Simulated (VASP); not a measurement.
# CoGe (P2_13) in VASP: further runs

The runs below take CoGe through relaxation of volume and atoms at fixed shape, with LDA.

All numbers are computed with VASP 6.6.1; they aren't measurements. Logs are shortened: lines on timing, memory, paths and dates and some standing lists are left out, and cuts for length are marked.

## 1. The cell of the first run

It takes space group P2_13 (No. 198, cubic). The conventional cell has a = 4.490 Å, b = 4.490 Å, c = 4.490 Å, α = 90.00°, β = 90.00°, γ = 90.00°. Within 3.1 Å of Co (site symmetry 3) lie 7 Ge at 2.33 to 2.50 Å and 6 Co at 2.76 Å. Within 3.1 Å of Ge (site symmetry 3) lie 7 Co at 2.33 to 2.50 Å and 6 Ge at 2.78 Å.

## 2. Relaxation of volume and atoms at fixed shape, LDA, target pressure 10 GPa, at which the enthalpy is minimised

The input, INCAR:

```
PREC     = Accurate       # precision mode
ENCUT    = 600            # plane-wave cutoff, eV
EDIFF    = 1E-7           # SCF threshold, eV
ISMEAR   = 0              # smearing method
SIGMA    = 0.05           # smearing width, eV
LREAL    = F              # projectors in reciprocal space
LASPH    = T              # aspherical terms in the spheres
NELM     = 60             # most SCF steps
ALGO     = Normal         # electronic algorithm
ISIF     = 8              # what is computed and relaxed
LWAVE    = F              # write WAVECAR
LCHARG   = F              # write CHGCAR
GGA      = CA             # functional
IBRION   = 2              # ionic algorithm
NSW      = 60             # ionic steps
EDIFFG   = -0.01          # ionic threshold
PSTRESS  = 100.0
```

The input, KPOINTS:

```
Automatic mesh
0
Gamma
  8 8 8
```

The input, POSCAR:

```
CoGe
1.0
    4.4899823739      0.0000000000      0.0000000000
    0.0000000000      4.4899823739      0.0000000000
    0.0000000000      0.0000000000      4.4899823739
Co Ge
4 4
Direct
    0.1398895798      0.1398895798      0.1398895798
    0.6398895798      0.3601104202      0.8601104202
    0.8601104202      0.6398895798      0.3601104202
    0.3601104202      0.8601104202      0.6398895798
    0.8404895611      0.8404895611      0.8404895611
    0.3404895611      0.6595104389      0.1595104389
    0.1595104389      0.3404895611      0.6595104389
    0.6595104389      0.1595104389      0.3404895611
```

Potentials or basis: VASP PAW LDA potentials, release 64 (Co, Ge_d).

The run is started by

```
cat potpaw_LDA.64/Co/POTCAR potpaw_LDA.64/Ge_d/POTCAR > POTCAR
mpirun -np 1 vasp_std > vasp.out
```

OUTCAR:

```text
PREC = Accurate
   ENCUT = 600
   EDIFF = 1E-7
   ISMEAR = 0
   LREAL = F
   LASPH = T
   NELM = 60
   ISIF = 8
   GGA = CA
   IBRION = 2
   NSW = 60
   EDIFFG = -0.01
   PSTRESS = 100.0

 ion  position               nearest neighbor table
   1  0.140  0.140  0.140-   5 2.33   7 2.34   6 2.34   8 2.34   6 2.50   7 2.50   8 2.50   3 2.76
                             4 2.76   2 2.76   4 2.76   3 2.76   2 2.76
   2  0.640  0.360  0.860-   6 2.33   8 2.34   7 2.34   5 2.34   7 2.50   8 2.50   5 2.50   1 2.76
                             3 2.76   3 2.76   4 2.76   4 2.76   1 2.76
   3  0.860  0.640  0.360-   7 2.33   5 2.34   6 2.34   8 2.34   8 2.50   5 2.50   6 2.50   1 2.76
                             2 2.76   2 2.76   1 2.76   4 2.76   4 2.76
   4  0.360  0.860  0.640-   8 2.33   6 2.34   7 2.34   5 2.34   6 2.50   7 2.50   5 2.50   1 2.76
                             1 2.76   2 2.76   2 2.76   3 2.76   3 2.76
   5  0.840  0.840  0.840-   1 2.33   3 2.34   2 2.34   4 2.34   2 2.50   3 2.50   4 2.50   6 2.78
                             7 2.78   8 2.78   8 2.78   7 2.78   6 2.78
   6  0.340  0.660  0.160-   2 2.33   4 2.34   3 2.34   1 2.34   3 2.50   4 2.50   1 2.50   8 2.78
                             5 2.78   7 2.78   7 2.78   8 2.78   5 2.78
   7  0.160  0.340  0.660-   3 2.33   1 2.34   2 2.34   4 2.34   4 2.50   1 2.50   2 2.50   8 2.78
                             5 2.78   6 2.78   5 2.78   6 2.78   8 2.78
   8  0.660  0.160  0.340-   4 2.33   2 2.34   3 2.34   1 2.34   2 2.50   3 2.50   1 2.50   7 2.78
                             5 2.78   5 2.78   6 2.78   6 2.78   7 2.78

  LATTYP: Found a simple cubic cell.
 ALAT       =     4.4899823739

  Lattice vectors:

 A1 = (   4.4899823739,   0.0000000000,   0.0000000000)
 A2 = (   0.0000000000,   4.4899823739,   0.0000000000)
 A3 = (   0.0000000000,   0.0000000000,   4.4899823739)

Analysis of symmetry for initial positions (statically):
=====================================================================
 Subroutine PRICEL returns:
 Original cell was already a primitive cell.

 Routine SETGRP: Setting up the symmetry group for a
 simple cubic supercell.

 Subroutine GETGRP returns: Found 12 space group operations
 (whereof  3 operations were pure point group operations)
 out of a pool of 48 trial point group operations.

The static configuration has the point symmetry C_3 .
 The point group associated with its full space group is T   .

Analysis of symmetry for dynamics (positions and initial velocities):
=====================================================================
 Subroutine PRICEL returns:
 Original cell was already a primitive cell.

 Routine SETGRP: Setting up the symmetry group for a
 simple cubic supercell.

[... 122 lines left out ...]
   NFREE  =      1    steps in history (QN), initial steepest desc. (CG)
   ISIF   =      8    stress and relaxation
   ISYM   =      2    0-nonsym 1-usesym 2-fastsym
   POTIM  = 0.5000    time-step for ionic-motion
   TEBEG  =    0.0;   TEEND  =   0.0 temperature during run
   PSTRESS=  100.0 pullay stress
   NELECT =      92.0000    total number of electrons
   NUPDOWN=      -1.0000    fix difference up-down
   EMIN   =  10.00;   EMAX   =-10.00  energy-range for DOS
   EFERMI =   0.00;   METHOD = LEGACY
   ISMEAR =     0;   SIGMA  =   0.05  broadening in eV -4-tet -1-fermi 0-gaus
   EFERMI_NEDOS =   21; number of points for ismear=-14 and -15
   IALGO  =     38    algorithm
   IMIX   =      4    mixing-type and parameters
     AMIX     =   0.40;   BMIX     =  1.00
     AMIX_MAG =   1.60;   BMIX_MAG =  1.00
  volume/ion in A,a.u.               =      11.31        76.36
  Fermi-wavevector in a.u.,A,eV,Ry     =   1.645986  3.110463 36.861855  2.709270
  Thomas-Fermi vector in A             =   2.735691
   LORBIT       =      0    0 simple, 1 ext, 2 COOP (PROOUT), +10 PAW based schemes
   GGA     = CA    functional components
   LHFCALC =     F    Hartree Fock is set to
   AEXX    =    0.0000 exact exchange contribution
   IVDW    =     0    specifies the selected vdW correction
   LEPSILON=     F    determine dielectric tensor
   LRPA    =     F    only Hartree local field effects (RPA)
 conjugate gradient relaxation of ions
 non-spin polarized calculation
 Gauss-broadening in eV      SIGMA  =   0.05
  energy-cutoff  :      600.00
  volume of cell :       90.52
 maximum number of plane-waves:      3050
   NGX = 17   NGY = 17   NGZ = 17

--------------------------------------- Ionic step        1  -------------------------------------------

 number of electron      92.0000014 magnetization

 Free energy of the ion-electron system (eV)
  ---------------------------------------------------
  ext. energy  EPLUGINS =         0.00000000
  ---------------------------------------------------
  free energy    TOTEN  =       -56.05066902 eV

  energy without entropy =      -56.04861711  energy(sigma->0) =      -56.04964307

------------------------ aborting loop because EDIFF is reached ----------------------------------------

  FORCE on cell =-STRESS in cart. coord.  units (eV):
  Direction    XX          YY          ZZ          XY          YZ          ZX
  --------------------------------------------------------------------------------------
  -------------------------------------------------------------------------------------
  Total        3.1781204      3.1781204      3.1781204      0.0000000      0.0000000      0.0000000
  in kB       56.2531733     56.2531733     56.2531733      0.0000000      0.0000000      0.0000000
  external PRESSURE =     -43.7468267 kB  Pullay stress =     100.0000000 kB
[... 339 lines left out ...]
--------------------------------------- Ionic step        9  -------------------------------------------

 number of electron      91.9999994 magnetization

 Free energy of the ion-electron system (eV)
  ---------------------------------------------------
  ext. energy  EPLUGINS =         0.00000000
  ---------------------------------------------------
  free energy    TOTEN  =       -55.97138984 eV

  energy without entropy =      -55.96933973  energy(sigma->0) =      -55.97036478

 E-fermi :  11.5279     XC(G=0): -14.0604

 val. band max:       11.5273102667   @ k =   0.1250   0.1250   0.1250
 cond. band min:      11.5324309383   @ k =   0.5000   0.5000   0.0000
 fundamental gap:      0.0051206716
 Fermi energy:        11.5279051269

 k-point     1 :       0.0000    0.0000    0.0000
  band No.  band energies     occupation
      1     -13.4620      2.00000
      2     -13.4620      2.00000
      3     -13.4620      2.00000
      4     -13.4119      2.00000
      5     -13.4119      2.00000
      6     -13.4119      2.00000
[... 1381 lines left out ...]
     54      16.1087      0.00000
     55      16.8960      0.00000

 [... further k-points ...]
[... 5 lines left out ...]
  --------------------------------------------------------------------------------------
  -------------------------------------------------------------------------------------
  Total        5.5131400      5.5131400      5.5131400      0.0000000      0.0000000      0.0000000
  in kB       99.4052957     99.4052957     99.4052957      0.0000000      0.0000000      0.0000000
  external PRESSURE =      -0.5947043 kB  Pullay stress =     100.0000000 kB
[... 27 lines left out ...]
  energy  without entropy=      -55.9693397286  energy(sigma->0) =      -55.97036478

  enthalpy is  TOTEN    =       -50.4252668311 eV   P V=        5.5461230048

 reached required accuracy - stopping structural energy minimisation
```

OSZICAR:

```text
N       E                     dE             d eps       ncg     rms          rms(c)
DAV:   1     0.108303839444E+04    0.10830E+04   -0.41781E+04  5746   0.494E+03
[... 83 lines left out ...]
       N       E                     dE             d eps       ncg     rms          rms(c)
DAV:   1    -0.559717573397E+02    0.31690E-02   -0.88422E-03  5288   0.106E+00    0.151E-01
DAV:   2    -0.559716371728E+02    0.12017E-03   -0.25286E-03  5407   0.600E-01    0.983E-02
DAV:   3    -0.559714484803E+02    0.18869E-03   -0.95066E-04  5450   0.357E-01    0.585E-02
DAV:   4    -0.559713918366E+02    0.56644E-04   -0.12746E-04  6242   0.116E-01    0.117E-02
DAV:   5    -0.559713903696E+02    0.14670E-05   -0.12263E-05  5451   0.388E-02    0.710E-03
DAV:   6    -0.559713898356E+02    0.53403E-06   -0.92942E-07  6106   0.963E-03    0.232E-03
DAV:   7    -0.559713898359E+02   -0.37471E-09   -0.28434E-08  2783   0.207E-03
   9 F= -.50425267E+02 E0= -.50424242E+02  d E =-.288597E-04
```

It took 27 min on 1 thread of Intel Xeon Platinum 8259CL at 2.50GHz (Skylake/Cascade Lake), shared host; peak memory 0.32 GiB.

What came out:

```yaml
Free_energy: -55.9714 eV
Relaxed_volume: 11.11 Å³/atom
Relaxed_cell: a = 4.462 Å, b = 4.462 Å, c = 4.462 Å, α = 90.00°, β = 90.00°, γ = 90.00°
Space_group_after_relaxing_to_0.1_Å: P2_13 (No. 198)
Energy_change_on_relaxing_the_run_minimises_the_enthalpy: +9.9 meV/atom
Ionic_steps: 9
Pressure_after_relaxing: 9.9 GPa
Largest_force_after_relaxing: 0.008 eV/Å
Band_gap_on_the_k_mesh: zero (bands 46 and 47 overlap by 0.25 eV)
```

Forces in eV/Å, atoms in the order of the input:
```
Co   0.001  0.001  0.001
Co   0.001 -0.001 -0.001
Co  -0.001  0.001 -0.001
Co  -0.001 -0.001  0.001
Ge  -0.005 -0.005 -0.005
Ge  -0.005  0.005  0.005
Ge   0.005 -0.005  0.005
Ge   0.005  0.005 -0.005
```

Step by step:
```csv
step,energy change (eV),largest force (eV/Å),pressure (GPa),volume (Å³)
1,0.0000,0.0382,5.63,90.52
2,0.2847,0.1914,17.86,86.53
3,0.0751,0.0953,9.96,88.97
4,0.0770,0.0965,10.08,88.94
5,0.0781,0.0681,10.06,88.90
6,0.0826,0.0130,10.02,88.81
7,0.0825,0.0120,10.10,88.81
8,0.0757,0.0031,9.83,88.92
9,0.0793,0.0082,9.94,88.86
```

Final structure:
```xyz
8
Lattice="4.4624 0.0000 0.0000 0.0000 4.4624 0.0000 0.0000 0.0000 4.4624" Properties=species:S:1:pos:R:3 pbc="T T T"
Co    0.6324    0.6324    0.6324
Co    2.8636    1.5988    3.8300
Co    3.8300    2.8636    1.5988
Co    1.5988    3.8300    2.8636
Ge    3.7525    3.7525    3.7525
Ge    1.5213    2.9411    0.7099
Ge    0.7099    1.5213    2.9411
Ge    2.9411    0.7099    1.5213
```

Caveat: the cell is relaxed towards a set pressure, so the run minimises the enthalpy, not the energy; the run has no spin polarisation, though such a crystal can be magnetic.

## 3. Relaxation of volume and atoms at fixed shape, LDA, target pressure 5 GPa, at which the enthalpy is minimised

This run uses another cell than the first one, of 11.59 Å³/atom.

The input, INCAR:

```
SYSTEM = CoGe
  ALGO = Normal
  EDIFF = 1E-7
  EDIFFG = -0.01
  ENCUT = 600
  GGA = CA
  IBRION = 2
  ISIF = 8
  ISMEAR = 0
  LASPH = .True.
  LCHARG = .False.
  LREAL = .False.
  LWAVE = .False.
  NELM = 60
  NSW = 60
  PREC = Accurate
  PSTRESS = 50.0
  SIGMA = 0.05
```

The input, KPOINTS:

```
k-points
0
Gamma
  8 8 8
  0 0 0
```

The input, POSCAR:

```
CoGe
1.0
    4.5260726487      0.0000000000      0.0000000000
    0.0000000000      4.5260726487      0.0000000000
    0.0000000000      0.0000000000      4.5260726487
Co Ge
4 4
Direct
    0.1380423970      0.1380423970      0.1380423970
    0.6380423970      0.3619576030      0.8619576030
    0.8619576030      0.6380423970      0.3619576030
    0.3619576030      0.8619576030      0.6380423970
    0.8397192837      0.8397192837      0.8397192837
    0.3397192837      0.6602807163      0.1602807163
    0.1602807163      0.3397192837      0.6602807163
    0.6602807163      0.1602807163      0.3397192837
```

Potentials or basis: VASP PAW LDA potentials, release 64 (Co, Ge_d).

The run is started by

```
cat potpaw_LDA.64/Co/POTCAR potpaw_LDA.64/Ge_d/POTCAR > POTCAR
mpirun -np 1 vasp_std > vasp.out
```

Run time: 29 min. Hardware: 1 thread of Intel Xeon Platinum 8259CL at 2.50GHz (Skylake/Cascade Lake), shared host; peak memory 0.34 GiB.

Results (log left out):

* Free energy: -56.0589 eV
* Relaxed volume: 11.34 Å³/atom
* Relaxed cell: a = 4.493 Å, b = 4.493 Å, c = 4.493 Å, α = 90.00°, β = 90.00°, γ = 90.00°
* Space group after relaxing (to 0.1 Å): P2_13 (No. 198)
* Energy change on relaxing (the run minimises the enthalpy): +4.0 meV/atom
* Ionic steps: 11
* Pressure after relaxing: 5.0 GPa
* Band gap on the k mesh: zero (bands 46 and 47 overlap by 0.25 eV)

The path:
| step | energy change (eV) | largest force (eV/Å) | pressure (GPa) | volume (Å³) |
| --- | --- | --- | --- | --- |
| 1 | 0.0000 | 0.0343 | 0.51 | 92.72 |
| 2 | 0.1613 | 0.2157 | 12.10 | 88.42 |
| 3 | 0.0302 | 0.1064 | 4.95 | 90.92 |
| 4 | 0.0313 | 0.1078 | 5.07 | 90.89 |
| 5 | 0.0311 | 0.0823 | 5.02 | 90.83 |
| 6 | 0.0338 | 0.0368 | 5.11 | 90.67 |
| 7 | 0.0335 | 0.0327 | 5.12 | 90.68 |
| 8 | 0.0290 | 0.0080 | 4.76 | 90.82 |
| 9 | 0.0303 | 0.0156 | 4.82 | 90.78 |
| 10 | 0.0334 | 0.0151 | 5.07 | 90.68 |
| 11 | 0.0319 | 0.0009 | 4.98 | 90.73 |

Final structure:
```
Co Ge
1.0
     4.49342    0.00000    0.00000
     0.00000    4.49342    0.00000
     0.00000    0.00000    4.49342
Co Ge
4 4
Direct
  0.14045 0.14045 0.14045
  0.64045 0.35955 0.85955
  0.85955 0.64045 0.35955
  0.35955 0.85955 0.64045
  0.84042 0.84042 0.84042
  0.34042 0.65958 0.15958
  0.15958 0.34042 0.65958
  0.65958 0.15958 0.34042
```

Levels at points of the mesh, in eV from the Fermi level:
| k point | band 44 | band 45 | band 46 | band 47 | band 48 | band 49 |
| --- | --- | --- | --- | --- | --- | --- |
| (0.00, 0.00, 0.00) | -0.73 | -0.03 | -0.03 | -0.03 | 2.06 | 2.06 |
| (0.50, 0.00, 0.00) | -0.60 | -0.43 | -0.43 | 1.06 | 1.06 | 1.16 |
| (0.50, 0.50, 0.00) | -0.92 | 0.01 | 0.01 | 0.44 | 0.44 | 1.69 |
| (0.50, 0.50, 0.50) | -1.07 | -0.24 | -0.24 | -0.24 | -0.24 | 4.96 |

Caveat: the cell is relaxed towards a set pressure, so the run minimises the enthalpy, not the energy; the run has no spin polarisation, though such a crystal can be magnetic. Spin polarisation is off, so any magnetic state and its effect on volume and gap are missing.
